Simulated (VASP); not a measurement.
Input of a VASP 6.6.1 run:

Contents of INCAR:

```
  ALGO = Normal
  EDIFF = 1E-7
  ENCUT = 520
  GGA = PE
  ISIF = 2
  ISMEAR = -1
  IVDW = 12
  LASPH = T
  LCHARG = F
  LREAL = Auto
  LWAVE = F
  NBANDS = 86
  NELM = 60
  PREC = Accurate
  SIGMA = 0.36
```

KPOINTS

```
k-points
0
Gamma
  2 2 2
```

File POSCAR:

```
WC
1.0
   -2.9803000000     -5.1620300000      0.0000000000
    4.4704490000     -2.5810150000      0.0000000000
    0.0000000000      0.0000000000      5.8542380000
W C
8 8
Direct
    0.6998572193      0.4601740162      0.0325576104
    0.7262593993      0.4258120130      0.5143965790
    0.4397493946     -0.0093759887      0.0630995870
    0.4894910137     -0.0684875126      0.5056849414
    0.2157310687      0.4568318090      0.0448051480
    0.2404188936      0.4169872933      0.5093745762
   -0.0219854762     -0.0446763434      0.0113934555
   -0.0267991073     -0.1163349318      0.5082813510
    0.4660137465      0.6260804606      0.2766201169
    0.4717446387      0.6169045987      0.7549402672
    0.1973144643      0.1396182571      0.2402874635
    0.2606693188      0.1118618669      0.7467069156
   -0.0905788463      0.5844486459      0.2712223179
   -0.0198040745      0.5838514021      0.7706041333
    0.7473234181      0.0931781087      0.2469493041
    0.6946916595      0.1219988311      0.7434272402
```

Potentials or basis: VASP PAW PBE potentials, release 64 (W_sv, C).

Run with:

```console
$ cat potpaw_PBE.64/W_sv/POTCAR potpaw_PBE.64/C/POTCAR > POTCAR
$ mpirun -np 1 vasp_std > vasp.out
```

(1) Predict the band gap on the k mesh.

(2) What does it give for the largest force?

Answers

(1) zero (band 72 reaches 10.39 eV, above the bottom of band 73 at 10.15 eV).

(2) 9.425 eV/Å.

Caveat: the k points lie up to 0.61 Å⁻¹ apart; spin-orbit coupling is left out, which moves the levels of the heavy elements; forces of over 1 eV/Å act on the atoms, so gaps and moduli don't describe the material at rest.
